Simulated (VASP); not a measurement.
# SnO in VASP: single point with PBE+D3(BJ)

Aim: the single point of SnO with PBE+D3(BJ).

Everything below comes from runs of VASP 6.6.1. Logs are shortened: lines on timing, memory, paths and dates and some standing lists are left out, and cuts for length are marked.

### Step 1. The cell of the first run

The cell holds a slab with vacuum, 8 atoms: a = 3.821 Å, b = 3.821 Å, c = 42.056 Å, α = 90.00°, β = 90.00°, γ = 90.00°.

### Step 2. Single point, PBE+D3(BJ)

INCAR

```
SYSTEM = SnO
ALGO     = Normal         ! electronic algorithm
DIPOL    = 0.5 0.5 0.500
EDIFF    = 1E-6           ! SCF threshold, eV
ENCUT    = 520            ! plane-wave cutoff, eV
GGA      = PE             ! functional
IDIPOL   = 3            
ISIF     = 2              ! what is computed and relaxed
ISMEAR   = 0              ! smearing method
IVDW     = 12             ! dispersion correction
LASPH    = .True.         ! aspherical terms in the spheres
LCHARG   = .True.         ! write CHGCAR
LDIPOL   = .True.       
LELF     = .True.         ! ELF
LREAL    = .False.        ! projectors in reciprocal space
LVACPOTAV= .True.       
LVHAR    = .True.       
LWAVE    = .False.        ! write WAVECAR
NBANDS   = 50             ! bands
NELM     = 60             ! most SCF steps
PREC     = Accurate       ! precision mode
SIGMA    = 0.02           ! smearing width, eV
```

KPOINTS

```
k-points
0
Gamma
  6 6 1
  0 0 0
```

POSCAR

```
SnO
1.0
    3.8205604524      0.0000000000      0.0000000000
    0.0000000000      3.8205604524      0.0000000000
    0.0000000000      0.0000000000     42.0562029175
Sn O
4 4
Direct
    0.5000000000      0.0000000000      0.3906393883
    0.0000000000      0.5000000000      0.4468252851
    0.0000000000      0.5000000000      0.5531747218
    0.5000000000      0.0000000000      0.6093606155
    0.0000000000      0.0000000000      0.4187311279
    0.5000000000      0.5000000000      0.4187311279
    0.5000000000      0.5000000000      0.5812688667
    0.0000000000      0.0000000000      0.5812688667
```

Potentials or basis: VASP PAW PBE potentials, release 64 (Sn_d, O).

The run is started by

```sh
$ cat potpaw_PBE.64/Sn_d/POTCAR potpaw_PBE.64/O/POTCAR > POTCAR
$ mpirun -np 1 vasp_std > vasp.out
```

OUTCAR:

```text
SYSTEM = SnO
   EDIFF = 1E-6
   ENCUT = 520
   GGA = PE
   ISIF = 2
   ISMEAR = 0
   IVDW = 12
   LASPH = .True.
   LREAL = .False.
   NELM = 60
   PREC = Accurate
 IVDW          = 12

 ion  position               nearest neighbor table
   1  0.500  0.000  0.391-   5 2.25   6 2.25   6 2.25   5 2.25   2 3.59   2 3.59   2 3.59   2 3.59

   2  0.000  0.500  0.447-   5 2.25   6 2.25   5 2.25   6 2.25   1 3.59   1 3.59   1 3.59   1 3.59

   3  0.000  0.500  0.553-   7 2.25   8 2.25   8 2.25   7 2.25   4 3.59   4 3.59   4 3.59   4 3.59

   4  0.500  0.000  0.609-   7 2.25   8 2.25   7 2.25   8 2.25   3 3.59   3 3.59   3 3.59   3 3.59

   5  0.000  0.000  0.419-   1 2.25   1 2.25   2 2.25   2 2.25
   6  0.500  0.500  0.419-   1 2.25   1 2.25   2 2.25   2 2.25
   7  0.500  0.500  0.581-   4 2.25   4 2.25   3 2.25   3 2.25
   8  0.000  0.000  0.581-   4 2.25   4 2.25   3 2.25   3 2.25

  LATTYP: Found a simple tetragonal cell.
 ALAT       =     3.8205604524
 C/A-ratio  =    11.0078621819

  Lattice vectors:

 A1 = (   3.8205604524,   0.0000000000,   0.0000000000)
 A2 = (   0.0000000000,   3.8205604524,   0.0000000000)
 A3 = (   0.0000000000,   0.0000000000,  42.0562029175)

Analysis of symmetry for initial positions (statically):
=====================================================================
 Subroutine PRICEL returns:
 Original cell was already a primitive cell.

 Routine SETGRP: Setting up the symmetry group for a
 simple tetragonal supercell.

 Subroutine GETGRP returns: Found 16 space group operations
 (whereof  8 operations were pure point group operations)
 out of a pool of 16 trial point group operations.

The static configuration has the point symmetry D_2h.
 The point group associated with its full space group is D_4h.

Analysis of symmetry for dynamics (positions and initial velocities):
=====================================================================
 Subroutine PRICEL returns:
 Original cell was already a primitive cell.

 Routine SETGRP: Setting up the symmetry group for a
 simple tetragonal supercell.

 Subroutine GETGRP returns: Found 16 space group operations
 (whereof  8 operations were pure point group operations)
 out of a pool of 16 trial point group operations.

The dynamic configuration has the point symmetry D_2h.
 The point group associated with its full space group is D_4h.

 Subroutine INISYM returns: Found 16 space group operations
 (whereof  8 operations are pure point group operations),
 and found     1 'primitive' translations

----------------------------------------------------------------------------------------

                                     Primitive cell

  volume of cell :     613.8810

  direct lattice vectors                    reciprocal lattice vectors
     3.820560452  0.000000000  0.000000000     0.261741703  0.000000000  0.000000000
     0.000000000  3.820560452  0.000000000     0.000000000  0.261741703  0.000000000
     0.000000000  0.000000000 42.056202918     0.000000000  0.000000000  0.023777705

  length of vectors
     3.820560452  3.820560452 42.056202918     0.261741703  0.261741703  0.023777705

  position of ions in fractional coordinates (direct lattice)
     0.500000000  0.000000000  0.390639388
     0.000000000  0.500000000  0.446825285
     0.000000000  0.500000000  0.553174722
     0.500000000  0.000000000  0.609360616
     0.000000000  0.000000000  0.418731128
     0.500000000  0.500000000  0.418731128
     0.500000000  0.500000000  0.581268867
     0.000000000  0.000000000  0.581268867

  ion indices of the primitive-cell ions
   primitive index   ion index
                 1           1
                 2           2
                 3           3
                 4           4
                 5           5
                 6           6
                 7           7
                 8           8

----------------------------------------------------------------------------------------

 KPOINTS: k-points

Automatic generation of k-mesh.
 Grid dimensions read from file:
 generate k-points for:    6    6    1

 Generating k-lattice:

  Cartesian coordinates                     Fractional coordinates (reciprocal lattice)
     0.043623617  0.000000000  0.000000000     0.166666667  0.000000000  0.000000000
     0.000000000  0.043623617  0.000000000     0.000000000  0.166666667  0.000000000
     0.000000000  0.000000000  0.023777705     0.000000000  0.000000000  1.000000000

  Length of vectors
     0.043623617  0.043623617  0.023777705

  Shift w.r.t. Gamma in fractional coordinates (k-lattice)
     0.000000000  0.000000000  0.000000000

 Subroutine IBZKPT returns following result:
 ===========================================

 Found     10 irreducible k-points:

 Following reciprocal coordinates:
            Coordinates               Weight
  0.000000  0.000000  0.000000      1.000000
  0.166667  0.000000  0.000000      4.000000
  0.333333  0.000000  0.000000      4.000000
  0.500000  0.000000  0.000000      2.000000
  0.166667  0.166667  0.000000      4.000000
  0.333333  0.166667  0.000000      8.000000
  0.500000  0.166667  0.000000      4.000000
  0.333333  0.333333  0.000000      4.000000
  0.500000  0.333333  0.000000      4.000000
  0.500000  0.500000  0.000000      1.000000
   k-points           NKPTS =     10   k-points in BZ     NKDIM =     10   number of bands    NBANDS=     50
   number of dos      NEDOS =    301   number of ions     NIONS =      8
   total plane-waves  NPLWV = 250880
   dimension x,y,z NGX =    28 NGY =   28 NGZ =  320
   dimension x,y,z NGXF=    56 NGYF=   56 NGZF=  640
   ions per type =               4   4
   NGX,Y,Z   is equivalent  to a cutoff of  12.18, 12.18, 12.65 a.u.
   NGXF,Y,Z  is equivalent  to a cutoff of  24.37, 24.37, 25.30 a.u.
 SYSTEM =  SnO
   PREC   = accura    normal or accurate (medium, high low for compatibility)
   ISTART =      0    job   : 0-new  1-cont  2-samecut
   ICHARG =      2    charge: 1-file 2-atom 10-const
   ISPIN  =      1    spin polarized calculation?
   LNONCOLLINEAR =      F non collinear calculations
   LSORBIT =      F    spin-orbit coupling
   LASPH  =      T    aspherical Exc in radial PAW
   ENCUT  =  520.0 eV  38.22 Ry    6.18 a.u.   7.10  7.10 78.20*2*pi/ulx,y,z
   NELM   =     60;   NELMIN=  2; NELMDL= -5     # of ELM steps
   EDIFF  = 0.1E-05   stopping-criterion for ELM
   LREAL  =      F    real-space projection
   EDIFFG = 0.1E-04   stopping-criterion for IOM
   NSW    =      0    number of steps for IOM
   IBRION =     -1    ionic relax: 0-MD 1-quasi-New 2-CG
   NFREE  =      0    steps in history (QN), initial steepest desc. (CG)
   ISIF   =      2    stress and relaxation
   ISYM   =      2    0-nonsym 1-usesym 2-fastsym
   POTIM  = 0.5000    time-step for ionic-motion
   TEBEG  =    0.0;   TEEND  =   0.0 temperature during run
   PSTRESS=    0.0 pullay stress
   NELECT =      80.0000    total number of electrons
   NUPDOWN=      -1.0000    fix difference up-down
   EMIN   =  10.00;   EMAX   =-10.00  energy-range for DOS
   EFERMI =   0.00;   METHOD = LEGACY
   ISMEAR =     0;   SIGMA  =   0.02  broadening in eV -4-tet -1-fermi 0-gaus
   EFERMI_NEDOS =   21; number of points for ismear=-14 and -15
   IALGO  =     38    algorithm
   IMIX   =      4    mixing-type and parameters
     AMIX     =   0.40;   BMIX     =  1.00
     AMIX_MAG =   1.60;   BMIX_MAG =  1.00
  volume/ion in A,a.u.               =      76.74       517.83
  Fermi-wavevector in a.u.,A,eV,Ry     =   0.829997  1.568468  9.372996  0.688896
  Thomas-Fermi vector in A             =   1.942640
   LORBIT       =      0    0 simple, 1 ext, 2 COOP (PROOUT), +10 PAW based schemes
   GGA     = PE    functional components
   LHFCALC =     F    Hartree Fock is set to
   AEXX    =    0.0000 exact exchange contribution
   IVDW    =    12    specifies the selected vdW correction
   LEPSILON=     F    determine dielectric tensor
   LRPA    =     F    only Hartree local field effects (RPA)
 non-spin polarized calculation
 Gauss-broadening in eV      SIGMA  =   0.02
  energy-cutoff  :      520.00
  volume of cell :      613.88
 maximum number of plane-waves:     16576
   NGX = 15   NGY = 15   NGZ =157

 dipolmoment           0.000000      0.000000     -0.000000 electrons x Angstroem

 number of electron      79.9999973 magnetization

 dipolmoment           0.000000      0.000000      0.000001 electrons x Angstroem

 Free energy of the ion-electron system (eV)
  ---------------------------------------------------
  ext. energy  EPLUGINS =         0.00000000
  ---------------------------------------------------
  free energy    TOTEN  =       -45.14353672 eV

  energy without entropy =      -45.14353672  energy(sigma->0) =      -45.14353672

 E-fermi :  -2.4768     XC(G=0):  -2.8551

 val. band max:       -2.5713611875   @ k =   0.1667   0.1667   0.0000
 cond. band min:      -0.0705416035   @ k =   0.5000   0.0000   0.0000
 fundamental gap:      2.5008195840
 Fermi energy:        -2.4767717255

 k-point     1 :       0.0000    0.0000    0.0000
  band No.  band energies     occupation
      1     -23.3730      2.00000
      2     -23.3729      2.00000
      3     -23.0125      2.00000
      4     -23.0125      2.00000
      5     -22.9752      2.00000
      6     -22.9752      2.00000
[... 42 lines left out ...]
     49       2.7467      0.00000
     50       2.8845      0.00000

 k-point     2 :       0.1667    0.0000    0.0000
  band No.  band energies     occupation
      1     -23.3609      2.00000
      2     -23.3609      2.00000
      3     -23.0200      2.00000
      4     -23.0198      2.00000
      5     -22.9775      2.00000
      6     -22.9772      2.00000
[... 416 lines left out ...]
 k-point    10 :       0.5000    0.5000    0.0000
  band No.  band energies     occupation
      1     -23.3131      2.00000
      2     -23.3131      2.00000
      3     -23.3128      2.00000
      4     -23.3128      2.00000
      5     -22.9805      2.00000
      6     -22.9804      2.00000
[... 42 lines left out ...]
     49       3.3025      0.00000
     50       3.5946      0.00000

------------------------ aborting loop because EDIFF is reached ----------------------------------------

 Edisp (eV)   -1.21208

 E8    (eV) :    -0.5369

  FORCE on cell =-STRESS in cart. coord.  units (eV):
  Direction    XX          YY          ZZ          XY          YZ          ZX
  --------------------------------------------------------------------------------------
  -------------------------------------------------------------------------------------
  Total       0.18683     0.18683     0.26617     0.00000     0.00000     0.00000
  in kB       0.48762     0.48762     0.69468     0.00000     0.00000     0.00000
  external pressure =        0.56 kB  Pullay stress =        0.00 kB

 VOLUME and BASIS-vectors are now :
 -----------------------------------------------------------------------------
  energy-cutoff  :      520.00
  volume of cell :      613.88
      direct lattice vectors                 reciprocal lattice vectors
     3.820560452  0.000000000  0.000000000     0.261741703  0.000000000  0.000000000
     0.000000000  3.820560452  0.000000000     0.000000000  0.261741703  0.000000000
     0.000000000  0.000000000 42.056202918     0.000000000  0.000000000  0.023777705

 POSITION                                       TOTAL-FORCE (eV/Angst)
 -----------------------------------------------------------------------------------
      1.91028      0.00000     16.42881        -0.000000     -0.000000     -0.085572
      0.00000      1.91028     18.79177        -0.000000     -0.000000      0.085126
      0.00000      1.91028     23.26443        -0.000000     -0.000000     -0.085126
      1.91028      0.00000     25.62739         0.000000     -0.000000      0.085572
      0.00000      0.00000     17.61024         0.000000      0.000000      0.000151
      1.91028      1.91028     17.61024         0.000000      0.000000      0.000151
      1.91028      1.91028     24.44596        -0.000000      0.000000     -0.000151
      0.00000      0.00000     24.44596        -0.000000     -0.000000     -0.000151
 -----------------------------------------------------------------------------------
    total drift:                                0.000000      0.000000      0.000839

  FREE ENERGIE OF THE ION-ELECTRON SYSTEM (eV)
  ---------------------------------------------------
  free  energy   TOTEN  =       -46.3556184561 eV

  energy  without entropy=      -46.3556184561  energy(sigma->0) =      -46.35561846

 vacuum level on the upper side and lower side of the slab         2.610         2.610
```

Wall time 10 min (1 thread of Intel Xeon Platinum 8259CL at 2.50GHz (Skylake/Cascade Lake), shared host); peak memory 0.64 GiB.

What came out:

```
Free energy                : -46.3556 eV
Largest force              : 0.086 eV/Å
Band gap on the k mesh     : 2.50 eV (least direct gap 2.61 eV)
Dispersion energy per atom : -0.152 eV
```

Forces in eV/Å, atoms in the order of the input:
```
Sn   0.000  0.000 -0.086
Sn   0.000  0.000  0.085
Sn   0.000  0.000 -0.085
Sn   0.000  0.000  0.086
O    0.000  0.000  0.000
O    0.000  0.000  0.000
O    0.000  0.000  0.000
O    0.000  0.000  0.000
```

Levels at points of the mesh, in eV from the valence-band top:
```
           k point  band 37  band 38  band 39  band 40  band 41  band 42  band 43  band 44
(0.00, 0.00, 0.00)    -1.89    -1.89    -0.51    -0.03     2.57     2.92     2.92     3.70
(0.50, 0.00, 0.00)    -1.08    -0.75    -0.74    -0.44     2.50     2.98     3.01     3.50
(0.50, 0.50, 0.00)    -1.18    -0.88    -0.88    -0.64     2.72     2.72     3.02     3.02
```

Caveat: spin-orbit coupling is left out, which moves the levels of the heavy elements.
